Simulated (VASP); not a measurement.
A run of VASP 6.6.1 is set up as follows.

INCAR

```
PREC     = Accurate       # precision mode
ENCUT    = 600            # plane-wave cutoff, eV
EDIFF    = 1E-7           # SCF threshold, eV
ISMEAR   = 0              # smearing method
SIGMA    = 0.1            # smearing width, eV
LREAL    = F              # projectors in reciprocal space
LASPH    = T              # aspherical terms in the spheres
NELM     = 60             # most SCF steps
ALGO     = Normal         # electronic algorithm
ISIF     = 4              # what is computed and relaxed
LWAVE    = F              # write WAVECAR
LCHARG   = F              # write CHGCAR
GGA      = PE             # functional
IVDW     = 12             # dispersion correction
IBRION   = 2              # ionic algorithm
NSW      = 50             # ionic steps
EDIFFG   = -0.01          # ionic threshold
```

KPOINTS

```
regular mesh
0
Gamma
  18 18 6
```

Contents of POSCAR:

```
C
1.0
    2.4903584997      0.0000000000      0.0000000000
   -1.2451792498      2.1567137252      0.0000000000
    0.0000000000      0.0000000000      6.9978996591
C
4
Direct
    0.0000000000      0.0000000000      0.0025000000
    0.0000000000      0.0000000000      0.5025000000
    0.3333333333      0.6666666667      0.0025000000
    0.6666666667      0.3333333333      0.5025000000
```

Potentials or basis: VASP PAW PBE potentials, release 64 (C).

Launch:

```sh
$ cat potpaw_PBE.64/C/POTCAR > POTCAR
$ mpirun -np 1 vasp_std > vasp.out
```

(1) What does it give for the band gap on the k mesh?

(2) Estimate the dispersion energy per atom.

Results:

(1) zero (bands 8 and 9 overlap by 0.01 eV).

(2) -0.145 eV.
